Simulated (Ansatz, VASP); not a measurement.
## ReSb: VASP beside Ansatz

```
CELL_PARAMETERS angstrom
0.04463 2.97531 2.97531
3.01994 0.00000 3.01994
2.97531 2.97531 0.04463
ATOMIC_POSITIONS crystal
Re 0.00000 0.00000 0.00000
Sb 0.25000 0.25000 0.25000
```

Change from the starting cell: strain e5 = +0.03, atoms carried along.

Alike in both runs: task single point; functional PBEsol; k mesh 10 × 10 × 10; occupations gaussian, width 0.05 eV; no spin polarisation.

|  | VASP | Ansatz |
| --- | --- | --- |
| version | VASP 6.6.1 | Ansatz 0.2.0 |
| potentials or method | VASP PAW PBE potentials, release 64 (Re, Sb), cutoff 520 eV | scalar-relativistic, plane waves, PAW |
| valence electrons in the cell | 12 | 30 |

Ansatz gave:

| Quantity | Value |
| --- | --- |
| gap on the k mesh at the Fermi level (eV) | none |
| pressure (GPa) | 0.1 |
| traceless stress, the component that is largest in VASP (GPa) | -2.13 |
| rms of the force components (eV/Å) | 0.360 |

Question: Which values does VASP return?

Answer: gap on the k mesh at the Fermi level (eV): none; pressure (GPa): 0.2; traceless stress, the component that is largest in VASP (GPa): -2.10; rms of the force components (eV/Å): 0.356.

VASP's potentials were made for PBE, not for PBEsol. Atom by atom the forces differ by 0.004 eV/Å (rms over components). A gap of «none» marks a metal or a gap that the smearing closes. VASP's potentials hold 12 valence electrons a cell and Ansatz's 30, so a difference there can come from the potentials and not from the codes.

Neither program's run includes spin-orbit coupling.
